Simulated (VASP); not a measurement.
Pb:

```
CELL_PARAMETERS angstrom
-1.96461 1.96461 1.96461
1.96461 -1.96461 1.96461
1.96461 1.96461 -1.96461
ATOMIC_POSITIONS crystal
Pb 0.00000 0.00000 0.00000
```

This isn't the form of Pb at room conditions, which is fcc.

| Item | Value |
| --- | --- |
| Program | VASP 6.6.1 |
| Task | relaxation of cell and atoms |
| Functional | BLYP |
| Potentials or basis | VASP PAW PBE potentials, release 64 (Pb_d) |
| Cutoff | 600 eV |
| k mesh | 11 × 11 × 11 |
| Occupations | fermi-dirac, width 0.1 eV |
| Spin | no spin polarisation |

At the start: pressure 6.1 GPa; volume 30.33 Å³/atom.

**Question.** Where does the relaxation end?

**Answer.** Over 3 steps the energy falls by 75.0 meV/atom and the volume is 34.83 Å³/atom (+14.8 %); space group Im-3m (No. 229, to 0.1 Å) before and after.

The path:
| step | energy change (eV) | largest force (eV/Å) | pressure (GPa) | volume (Å³) |
| --- | --- | --- | --- | --- |
| 1 | 0.0000 | 0.0000 | 6.05 | 30.33 |
| 2 | -0.0734 | 0.0000 | -0.67 | 35.64 |
| 3 | -0.0750 | 0.0000 | 0.03 | 34.83 |

Final structure:
```
CELL_PARAMETERS angstrom
-2.05721 2.05721 2.05721
2.05721 -2.05721 2.05721
2.05721 2.05721 -2.05721
ATOMIC_POSITIONS crystal
Pb 0.00000 0.00000 0.00000
```

Caveat: the PAW data sets were made with another functional, which shifts forces and pressure a little.
